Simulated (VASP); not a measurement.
# AlN (Cm) in VASP: single point with PBE

Aim: the single point of AlN with PBE.

Everything below comes from runs of VASP 6.6.1. Logs are shortened: lines on timing, memory, paths and dates and some standing lists are left out, and cuts for length are marked.

## Step 1: The cell of the first run

The structure is monoclinic, space group Cm (No. 8). The conventional cell has a = 5.389 Å, b = 3.111 Å, c = 4.978 Å, α = 90.00°, β = 91.43°, γ = 90.00°. Within 2.5 Å of Al (site symmetry m) lie 4 N at 1.87 to 1.92 Å. Al (site symmetry m) has 4 N at 1.88 to 1.92 Å within 2.5 Å. Within 2.5 Å of N (site symmetry m) lie 4 Al at 1.88 to 1.92 Å. N (site symmetry m) has 4 Al at 1.87 to 1.92 Å within 2.5 Å.

## Step 2: Single point, PBE (strain +0.0250 x Voigt [0, 0, 0, 1, 0, 0])

File INCAR:

```
SYSTEM = AlN
PREC = Accurate
ENCUT = 520
EDIFF = 1E-6
ISMEAR = 0
SIGMA = 0.05
LREAL = .FALSE.
LASPH = .TRUE.
NELM = 60
ALGO = Normal
ISIF = 2
LWAVE = .FALSE.
LCHARG = .FALSE.
GGA = PE
NBANDS = 16
```

File KPOINTS:

```
Automatic mesh
0
G
  12 12 6
  0 0 0
```

File POSCAR:

```
AlN
1.0
    3.1110021516      0.0000000000      0.0000000000
   -1.5555010758      2.6942068945      0.0336775862
    0.0000000000      0.0622250000      4.9780000000
Al N
2 2
Direct
    0.3333333333      0.6666666667      0.0000000000
    0.6666666667      0.3333333333      0.5000000000
    0.3333333333      0.6666666667      0.3850000000
    0.6666666667      0.3333333333      0.8850000000
```

Potentials or basis: VASP PAW PBE potentials, release 64 (Al, N).

Run with:

```bash
> cat potpaw_PBE.64/Al/POTCAR potpaw_PBE.64/N/POTCAR > POTCAR
> mpirun -np 1 vasp_std > vasp.out
```

OUTCAR:

```text
SYSTEM = AlN
   PREC = Accurate
   ENCUT = 520
   EDIFF = 1E-6
   ISMEAR = 0
   LREAL = .FALSE.
   LASPH = .TRUE.
   NELM = 60
   ISIF = 2
   GGA = PE

 ion  position               nearest neighbor table
   1  0.333  0.667  0.000-   4 1.87   4 1.89   4 1.89   3 1.92   2 3.03   2 3.05   2 3.05   2 3.09
                             2 3.09   2 3.11
   2  0.667  0.333  0.500-   3 1.88   3 1.88   3 1.90   4 1.92   1 3.03   1 3.05   1 3.05   1 3.09
                             1 3.09   1 3.11
   3  0.333  0.667  0.385-   2 1.88   2 1.88   2 1.90   1 1.92
   4  0.667  0.333  0.885-   1 1.87   1 1.89   1 1.89   2 1.92

  LATTYP: Found a base centered monoclinic cell.
 ALAT       =     5.3888347424
 B/A-ratio  =     0.5773051690
 C/A-ratio  =     0.9238340252
 COS(beta)  =    -0.0249960944

  Lattice vectors:

 A1 = (  -1.5555010758,  -2.6942068945,  -0.0336775862)
 A2 = (   1.5555010758,  -2.6942068945,  -0.0336775862)
 A3 = (   0.0000000000,   0.0622250000,   4.9780000000)

Analysis of symmetry for initial positions (statically):
=====================================================================
 Subroutine PRICEL returns:
 Original cell was already a primitive cell.

 Routine SETGRP: Setting up the symmetry group for a
 base centered monoclinic supercell.

 Subroutine GETGRP returns: Found  2 space group operations
 (whereof  2 operations were pure point group operations)
 out of a pool of  4 trial point group operations.

The static configuration has the point symmetry C_1h.

Analysis of symmetry for dynamics (positions and initial velocities):
=====================================================================
 Subroutine PRICEL returns:
 Original cell was already a primitive cell.

 Routine SETGRP: Setting up the symmetry group for a
 base centered monoclinic supercell.

 Subroutine GETGRP returns: Found  2 space group operations
 (whereof  2 operations were pure point group operations)
 out of a pool of  4 trial point group operations.

The dynamic configuration has the point symmetry C_1h.

 Subroutine INISYM returns: Found  2 space group operations
 (whereof  2 operations are pure point group operations),
 and found     1 'primitive' translations

----------------------------------------------------------------------------------------

                                     Primitive cell

  volume of cell :      41.7175

  direct lattice vectors                    reciprocal lattice vectors
     3.111002152  0.000000000  0.000000000     0.321439829  0.185612374 -0.002320155
    -1.555501076  2.694206895  0.033677586     0.000000000  0.371224748 -0.004640309
     0.000000000  0.062225000  4.978000000     0.000000000 -0.002511441  0.200915282

  length of vectors
     3.111002152  3.111184432  4.978388891     0.371188497  0.371253748  0.200930978

  position of ions in fractional coordinates (direct lattice)
     0.333333333  0.666666667  1.000000000
     0.666666667  0.333333333  0.500000000
     0.333333333  0.666666667  0.385000000
     0.666666667  0.333333333  0.885000000

  ion indices of the primitive-cell ions
   primitive index   ion index
                 1           1
                 2           2
                 3           3
                 4           4

----------------------------------------------------------------------------------------

 KPOINTS: Automatic mesh

Automatic generation of k-mesh.
 Grid dimensions read from file:
 generate k-points for:   12   12    6

 Generating k-lattice:

  Cartesian coordinates                     Fractional coordinates (reciprocal lattice)
     0.026786652  0.015467698 -0.000193346     0.083333333  0.000000000  0.000000000
     0.000000000  0.030935396 -0.000386692     0.000000000  0.083333333  0.000000000
     0.000000000 -0.000418574  0.033485880     0.000000000 -0.000000000  0.166666667

  Length of vectors
     0.030932375  0.030937812  0.033488496

  Shift w.r.t. Gamma in fractional coordinates (k-lattice)
     0.000000000  0.000000000  0.000000000

 Subroutine IBZKPT returns following result:
 ===========================================

 Found    242 irreducible k-points:

 Following reciprocal coordinates:
            Coordinates               Weight
  0.000000  0.000000  0.000000      1.000000
  0.083333 -0.000000  0.000000      4.000000
  0.166667 -0.000000 -0.000000      4.000000
  0.250000 -0.000000  0.000000      4.000000
  0.333333 -0.000000 -0.000000      4.000000
  0.416667 -0.000000  0.000000      4.000000
[... 16 lines left out ...]
  0.333333  0.166667  0.000000      4.000000
  0.416667  0.166667  0.000000      4.000000
 [... further k-points ...]
   k-points           NKPTS =    242   k-points in BZ     NKDIM =    242   number of bands    NBANDS=     16
   number of dos      NEDOS =    301   number of ions     NIONS =      4
   total plane-waves  NPLWV =  23040
   dimension x,y,z NGX =    24 NGY =   24 NGZ =   40
   dimension x,y,z NGXF=    48 NGYF=   48 NGZF=   80
   ions per type =               2   2
   NGX,Y,Z   is equivalent  to a cutoff of  12.83, 12.82, 13.36 a.u.
   NGXF,Y,Z  is equivalent  to a cutoff of  25.65, 25.65, 26.71 a.u.
 SYSTEM =  AlN
   PREC   = accura    normal or accurate (medium, high low for compatibility)
   ISTART =      0    job   : 0-new  1-cont  2-samecut
   ICHARG =      2    charge: 1-file 2-atom 10-const
   ISPIN  =      1    spin polarized calculation?
   LNONCOLLINEAR =      F non collinear calculations
   LSORBIT =      F    spin-orbit coupling
   LASPH  =      T    aspherical Exc in radial PAW
   ENCUT  =  520.0 eV  38.22 Ry    6.18 a.u.   5.78  5.78  9.26*2*pi/ulx,y,z
   NELM   =     60;   NELMIN=  2; NELMDL= -5     # of ELM steps
   EDIFF  = 0.1E-05   stopping-criterion for ELM
   LREAL  =      F    real-space projection
   EDIFFG = 0.1E-04   stopping-criterion for IOM
   NSW    =      0    number of steps for IOM
   IBRION =     -1    ionic relax: 0-MD 1-quasi-New 2-CG
   NFREE  =      0    steps in history (QN), initial steepest desc. (CG)
   ISIF   =      2    stress and relaxation
   ISYM   =      2    0-nonsym 1-usesym 2-fastsym
   POTIM  = 0.5000    time-step for ionic-motion
   TEBEG  =    0.0;   TEEND  =   0.0 temperature during run
   PSTRESS=    0.0 pullay stress
   NELECT =      16.0000    total number of electrons
   NUPDOWN=      -1.0000    fix difference up-down
   EMIN   =  10.00;   EMAX   =-10.00  energy-range for DOS
   EFERMI =   0.00;   METHOD = LEGACY
   ISMEAR =     0;   SIGMA  =   0.05  broadening in eV -4-tet -1-fermi 0-gaus
   EFERMI_NEDOS =   21; number of points for ismear=-14 and -15
   IALGO  =     38    algorithm
   IMIX   =      4    mixing-type and parameters
     AMIX     =   0.40;   BMIX     =  1.00
     AMIX_MAG =   1.60;   BMIX_MAG =  1.00
  volume/ion in A,a.u.               =      10.43        70.38
  Fermi-wavevector in a.u.,A,eV,Ry     =   1.189439  2.247713 19.249038  1.414764
  Thomas-Fermi vector in A             =   2.325546
   LORBIT       =      0    0 simple, 1 ext, 2 COOP (PROOUT), +10 PAW based schemes
   GGA     = PE    functional components
   LHFCALC =     F    Hartree Fock is set to
   AEXX    =    0.0000 exact exchange contribution
   IVDW    =     0    specifies the selected vdW correction
   LEPSILON=     F    determine dielectric tensor
   LRPA    =     F    only Hartree local field effects (RPA)
 non-spin polarized calculation
 Gauss-broadening in eV      SIGMA  =   0.05
  energy-cutoff  :      520.00
  volume of cell :       41.72
 maximum number of plane-waves:      1138
   NGX = 11   NGY = 11   NGZ = 19

 number of electron      15.9999998 magnetization

 Free energy of the ion-electron system (eV)
  ---------------------------------------------------
  ext. energy  EPLUGINS =         0.00000000
  ---------------------------------------------------
  free energy    TOTEN  =       -29.75732391 eV

  energy without entropy =      -29.75732391  energy(sigma->0) =      -29.75732391

 E-fermi :   6.4397     XC(G=0): -10.9160

 val. band max:        6.2380631702   @ k =   0.0000   0.0000   0.0000
 cond. band min:      10.3808684846   @ k =   0.0000   0.0000   0.0000
 fundamental gap:      4.1428053144
 Fermi energy:         6.4397371831

 k-point     1 :       0.0000    0.0000    0.0000
  band No.  band energies     occupation
      1      -9.0301      2.00000
      2      -6.8777      2.00000
      3       0.1886      2.00000
      4       5.2733      2.00000
      5       5.2738      2.00000
      6       5.9141      2.00000
[... 8 lines left out ...]
     15      19.2587      0.00000
     16      19.2855      0.00000

 k-point     2 :       0.0833   -0.0000    0.0000
  band No.  band energies     occupation
      1      -8.9414      2.00000
      2      -6.8274      2.00000
      3       0.2941      2.00000
      4       4.8637      2.00000
      5       5.1574      2.00000
      6       5.5182      2.00000
[... 8 lines left out ...]
     15      19.3317      0.00000
     16      19.4341      0.00000

 k-point     3 :       0.1667   -0.0000   -0.0000
  band No.  band energies     occupation
      1      -8.6830      2.00000
      2      -6.6899      2.00000
      3       0.6050      2.00000
      4       3.8635      2.00000
      5       4.6442      2.00000
      6       4.8885      2.00000
[... 8 lines left out ...]
     15      18.5401      0.00000
     16      19.0835      0.00000

 k-point     4 :       0.2500   -0.0000    0.0000
  band No.  band energies     occupation
      1      -8.2806      2.00000
      2      -6.5080      2.00000
      3       1.1028      2.00000
      4       2.6946      2.00000
      5       3.6860      2.00000
      6       4.5733      2.00000
[... 8 lines left out ...]
     15      18.3635      0.00000
     16      19.4519      0.00000
[... 324 lines left out ...]
 k-point    22 :       0.2500    0.1667    0.0000
  band No.  band energies     occupation
      1      -7.5895      2.00000
      2      -6.3084      2.00000
      3       1.8340      2.00000
      4       2.0190      2.00000
      5       2.4161      2.00000
      6       3.8770      2.00000
[... 8 lines left out ...]
     15      18.5000      0.00000
     16      20.7963      0.00000

 k-point    23 :       0.3333    0.1667    0.0000
  band No.  band energies     occupation
      1      -7.1350      2.00000
      2      -6.3014      2.00000
      3       1.1934      2.00000
      4       2.2188      2.00000
      5       2.7068      2.00000
      6       3.3620      2.00000
[... 8 lines left out ...]
     15      18.6165      0.00000
     16      20.9157      0.00000

 k-point    24 :       0.4167    0.1667    0.0000
  band No.  band energies     occupation
      1      -6.8992      2.00000
      2      -6.3594      2.00000
      3       0.9590      2.00000
      4       2.1859      2.00000
      5       3.1017      2.00000
      6       3.1476      2.00000
[... 8 lines left out ...]
     15      19.0674      0.00000
     16      20.9199      0.00000

 [... further k-points ...]

------------------------ aborting loop because EDIFF is reached ----------------------------------------

  FORCE on cell =-STRESS in cart. coord.  units (eV):
  Direction    XX          YY          ZZ          XY          YZ          ZX
  --------------------------------------------------------------------------------------
  -------------------------------------------------------------------------------------
  Total        1.1524168      1.1495718      0.6982164      0.0000000     -0.8422207      0.0000000
  in kB       44.2590283     44.1497640     26.8152787      0.0000000    -32.3458221      0.0000000
  external PRESSURE =      38.4080236 kB  Pullay stress =       0.0000000 kB

 VOLUME and BASIS-vectors are now :
 -----------------------------------------------------------------------------
  energy-cutoff  :      520.00
  volume of cell :       41.72
      direct lattice vectors                 reciprocal lattice vectors
     3.111002152  0.000000000  0.000000000     0.321439829  0.185612374 -0.002320155
    -1.555501076  2.694206895  0.033677586     0.000000000  0.371224748 -0.004640309
     0.000000000  0.062225000  4.978000000     0.000000000 -0.002511441  0.200915282

 POSITION                                       TOTAL-FORCE (eV/Angst)
 -----------------------------------------------------------------------------------
     -0.00000      1.79614      0.02245        -0.000000     -0.144435      0.185030
      1.55550      0.92918      2.50023        -0.000000     -0.127255      0.184785
     -0.00000      1.82009      1.93898         0.000000      0.125169     -0.184850
      1.55550      0.95314      4.41676         0.000000      0.146521     -0.184965
 -----------------------------------------------------------------------------------
    total drift:                                0.000000      0.000450     -0.000067

  FREE ENERGIE OF THE ION-ELECTRON SYSTEM (eV)
  ---------------------------------------------------
  free  energy   TOTEN  =       -29.7573239108 eV

  energy  without entropy=      -29.7573239108  energy(sigma->0) =      -29.75732391
```

Run time: 79 s. Hardware: 1 thread of Intel Xeon Platinum 8259CL at 2.50GHz (Skylake/Cascade Lake), shared host; peak memory 0.25 GiB.

Results:

```yaml
Free_energy: -29.7573 eV
Pressure: 3.8 GPa
Largest_force: 0.236 eV/Å
Band_gap_on_the_k_mesh: 4.14 eV
```

Forces on the atoms (eV/Å):
```
Al   0.000 -0.144  0.185
Al   0.000 -0.127  0.185
N    0.000  0.125 -0.185
N    0.000  0.147 -0.185
```

Stress tensor (GPa, compression positive):
```
 4.43  0.00  0.00
 0.00  4.41 -3.23
 0.00 -3.23  2.68
```

Caveat: the cell differs from its parent crystal (strain +0.0250 x Voigt [0, 0, 0, 1, 0, 0]); the cell stands under pressure. A k mesh can miss the band edges.
